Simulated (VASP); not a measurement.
The system is CdSe.

```xyz
2
Lattice="0.0000 3.0678 3.0678 3.0678 0.0000 3.0678 3.0678 3.0678 0.0000" Properties=species:S:1:pos:R:3 pbc="T T T"
Cd    0.0000    0.0000    0.0000
Se    4.6017    4.6017    4.6017
```

Base run:

| Quantity | Value |
| --- | --- |
| Program | VASP 6.6.1 |
| Functional | PBE |
| Potentials or basis | VASP PAW PBE potentials, release 64 (Cd, Se) |
| Cutoff | 520 eV |
| k mesh | 6 × 6 × 6 |
| Occupations | gaussian, width 0.01 eV |
| Spin | no spin polarisation |

Its results: band gap on the k mesh 0.55 eV, direct; pressure 1.7 GPa.

**Question.** After a change of settings the same cell gave: band gap on the k mesh 1.03 eV, direct; pressure 0.2 GPa. Which change was it?
A. functional from PBE to r2SCAN
B. further incar settings from ALGO = Normal; EDIFF = 1e-06; NBANDS = 16 to ALGO = Normal; EDIFF = 1e-07; NBANDS = 16
C. k mesh from 6 × 6 × 6 to 8 × 8 × 8

**Answer.** A.

r2SCAN gives the wider gap, since meta-GGAs in the generalised Kohn-Sham scheme recover part of the derivative discontinuity.

Caveats: the PAW data sets were made with another functional, which shifts forces and pressure a little (some runs).
